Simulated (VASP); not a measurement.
# ZnCu (Pm-3m) in VASP: notebook, part 2 of 2

VASP 6.6.1.

### 3 Single point, r2SCAN (12.80 Å³/atom)

This run uses another cell than the first one, of 12.80 Å³/atom.

POSCAR reads:

```
ZnCu
1.0
    2.9475870298      0.0000000000      0.0000000000
    0.0000000000      2.9475870298      0.0000000000
    0.0000000000      0.0000000000      2.9475870298
Zn Cu
1 1
Direct
    0.5000000000      0.5000000000      0.5000000000
    0.0000000000      0.0000000000      0.0000000000
```

INCAR.step1 reads:

```
SYSTEM = ZnCu
  PREC = Accurate
  ENCUT = 520
  ISMEAR = 0
  SIGMA = 0.1
  LREAL = .False.
  LASPH = .True.
  NELM = 100
  NBANDS = 18
  GGA = PE
  ALGO = Normal
  EDIFF = 1E-4
  LWAVE = .True.
  LCHARG = .False.
```

INCAR.step2 reads:

```
SYSTEM = ZnCu
  PREC = Accurate
  ENCUT = 520
  EDIFF = 1E-6
  ISMEAR = 0
  SIGMA = 0.1
  LREAL = .False.
  LASPH = .True.
  NELM = 100
  ALGO = Normal
  ISIF = 2
  LWAVE = .False.
  LCHARG = .True.
  METAGGA = R2SCAN
  LMIXTAU = .True.
  LELF = .True.
  LVHAR = .True.
  NBANDS = 18
  ISTART = 1
```

KPOINTS reads:

```
regular mesh
0
Gamma
  14 14 14
  0 0 0
```

Potentials or basis: VASP PAW PBE potentials, release 64 (Zn, Cu).

The run is started by

```bash
> cat potpaw_PBE.64/Zn/POTCAR potpaw_PBE.64/Cu/POTCAR > POTCAR
> cp INCAR.step1 INCAR
> mpirun -np 1 vasp_std > vasp.out
> cp INCAR.step2 INCAR
> mpirun -np 1 vasp_std > vasp.out
```

Wall time 2.5 min (1 thread of Intel Xeon 8259CL, shared host); peak memory 0.19 GiB.

Results (log left out):

```
Free energy            : -19.9384 eV
Pressure               : -3.0 GPa
Band gap on the k mesh : zero (an odd number of electrons rules out a gap without spin polarisation)
```

Levels at points of the mesh, in eV from the Fermi level:
```
           k point  band 9  band 10  band 11  band 12  band 13  band 14  band 15  band 16
(0.00, 0.00, 0.00)   -2.83    -2.83    -2.83     6.61     6.61     6.61    11.49    11.49
(0.50, 0.00, 0.00)   -3.39    -3.39    -2.90    -2.09    12.31    12.31    12.90    12.90
(0.50, 0.50, 0.00)   -2.99    -2.61    -2.00    -2.00     1.91     2.26    14.76    16.27
(0.50, 0.50, 0.50)   -2.59    -2.59     4.36     4.47     4.47     4.47     4.66     4.66
```

Caveat: the cell stands under tension; the PAW data sets were made with another functional, which shifts forces and pressure a little.

### 4 Single point, r2SCAN (13.18 Å³/atom)

This run uses another cell than the first one, of 13.18 Å³/atom.

POSCAR reads:

```
ZnCu
1.0
    2.9759309515      0.0000000000      0.0000000000
    0.0000000000      2.9759309515      0.0000000000
    0.0000000000      0.0000000000      2.9759309515
Zn Cu
1 1
Direct
    0.5000000000      0.5000000000      0.5000000000
    0.0000000000      0.0000000000      0.0000000000
```

INCAR.step1 reads:

```
SYSTEM = ZnCu
  PREC = Accurate
  ENCUT = 520
  ISMEAR = 0
  SIGMA = 0.1
  LREAL = .FALSE.
  LASPH = .TRUE.
  NELM = 60
  NBANDS = 18
  GGA = PE
  ALGO = Normal
  EDIFF = 1E-4
  LWAVE = .TRUE.
  LCHARG = .FALSE.
```

INCAR.step2 reads:

```
SYSTEM = ZnCu
  PREC = Accurate
  ENCUT = 520
  EDIFF = 1E-6
  ISMEAR = 0
  SIGMA = 0.1
  LREAL = .FALSE.
  LASPH = .TRUE.
  NELM = 60
  ALGO = Normal
  ISIF = 2
  LWAVE = .FALSE.
  LCHARG = .TRUE.
  METAGGA = R2SCAN
  LMIXTAU = .TRUE.
  LELF = .TRUE.
  LVHAR = .TRUE.
  NBANDS = 18
  ISTART = 1
```

KPOINTS reads:

```
Automatic mesh
0
G
  14 14 14
  0 0 0
```

Potentials or basis: VASP PAW PBE potentials, release 64 (Zn, Cu).

The run is started by

```bash
> cat potpaw_PBE.64/Zn/POTCAR potpaw_PBE.64/Cu/POTCAR > POTCAR
> cp INCAR.step1 INCAR
> mpirun -np 1 vasp_std > vasp.out
> cp INCAR.step2 INCAR
> mpirun -np 1 vasp_std > vasp.out
```

OUTCAR:

```text
SYSTEM = ZnCu
   PREC = Accurate
   ENCUT = 520
   EDIFF = 1E-6
   ISMEAR = 0
   LREAL = .FALSE.
   LASPH = .TRUE.
   NELM = 60
   ISIF = 2
   METAGGA = R2SCAN
   ISTART = 1

 ion  position               nearest neighbor table
   1  0.500  0.500  0.500-   2 2.58   2 2.58   2 2.58   2 2.58   2 2.58   2 2.58   2 2.58   2 2.58

   2  0.000  0.000  0.000-   1 2.58   1 2.58   1 2.58   1 2.58   1 2.58   1 2.58   1 2.58   1 2.58

  LATTYP: Found a simple cubic cell.
 ALAT       =     2.9759309515

  Lattice vectors:

 A1 = (   2.9759309515,   0.0000000000,   0.0000000000)
[... 192 lines left out ...]
      6      -2.3133      2.00000
[... 481 lines left out ...]
      5      -2.3646      2.00000
      6      -1.7661      2.00000
[... 10 lines left out ...]
     17      21.3181      0.00000
     18      22.2980      0.00000

 [... further k-points ...]
[... 5 lines left out ...]
  --------------------------------------------------------------------------------------
  -------------------------------------------------------------------------------------
  Total       -1.0038637     -1.0038637     -1.0038637      0.0000000      0.0000000     -0.0000000
  in kB      -61.0262629    -61.0262629    -61.0262629      0.0000000      0.0000000     -0.0000000
  external PRESSURE =     -61.0262629 kB  Pullay stress =       0.0000000 kB

 VOLUME and BASIS-vectors are now :
 -----------------------------------------------------------------------------
  energy-cutoff  :      520.00
  volume of cell :       26.36
      direct lattice vectors                 reciprocal lattice vectors
     2.975930952  0.000000000  0.000000000     0.336029302  0.000000000  0.000000000
     0.000000000  2.975930952  0.000000000     0.000000000  0.336029302  0.000000000
     0.000000000  0.000000000  2.975930952     0.000000000  0.000000000  0.336029302

 POSITION                                       TOTAL-FORCE (eV/Angst)
 -----------------------------------------------------------------------------------
      1.48797      1.48797      1.48797         0.000000      0.000000      0.000000
      0.00000      0.00000      0.00000         0.000000      0.000000      0.000000
 -----------------------------------------------------------------------------------
    total drift:                                0.000000      0.000000     -0.000000

  FREE ENERGIE OF THE ION-ELECTRON SYSTEM (eV)
  ---------------------------------------------------
  free  energy   TOTEN  =       -19.9167616241 eV

  energy  without entropy=      -19.9151672463  energy(sigma->0) =      -19.91596444
```

OUTCAR.step1:

```text
SYSTEM = ZnCu
   PREC = Accurate
   ENCUT = 520
   ISMEAR = 0
   LREAL = .FALSE.
   LASPH = .TRUE.
[... 727 lines left out ...]
      1.48797      1.48797      1.48797         0.000000      0.000000      0.000000
      0.00000      0.00000      0.00000         0.000000      0.000000      0.000000
 -----------------------------------------------------------------------------------
    total drift:                                0.000000      0.000000     -0.000000

  FREE ENERGIE OF THE ION-ELECTRON SYSTEM (eV)
  ---------------------------------------------------
  free  energy   TOTEN  =        -5.0170099561 eV

  energy  without entropy=       -5.0153251984  energy(sigma->0) =       -5.01616758
```

Wall time 2.8 min (1 thread of Intel Xeon 8259CL, shared host); peak memory 0.19 GiB.

What came out:

| Property | Result |
| --- | --- |
| Free energy | -19.9168 eV |
| Pressure | -6.1 GPa |
| Band gap on the k mesh | zero (an odd number of electrons rules out a gap without spin polarisation) |

Caveat: the cell stands under tension; the PAW data sets were made with another functional, which shifts forces and pressure a little.

### 5 Summary

```tsv
cell	gap on the mesh (eV)	pressure (GPa)
a = 2.889 Å, 2 atoms	none	5.0
a = 2.948 Å, 2 atoms	none	-3.0
a = 2.976 Å, 2 atoms	none	-6.1
```

Alike in all rows: task single point; level r2SCAN; potentials or basis VASP PAW PBE potentials, release 64 (Zn, Cu); no spin polarisation; k mesh 14 × 14 × 14; cutoff (eV) 520; smearing gaussian 0.1 eV.

Caveats: the PAW data sets were made with another functional, which shifts forces and pressure a little; the cell stands under tension (at least some runs); the cell stands under pressure (at least some runs).

Total energies depend on the potentials used, so only differences within one code and one set of settings carry meaning.
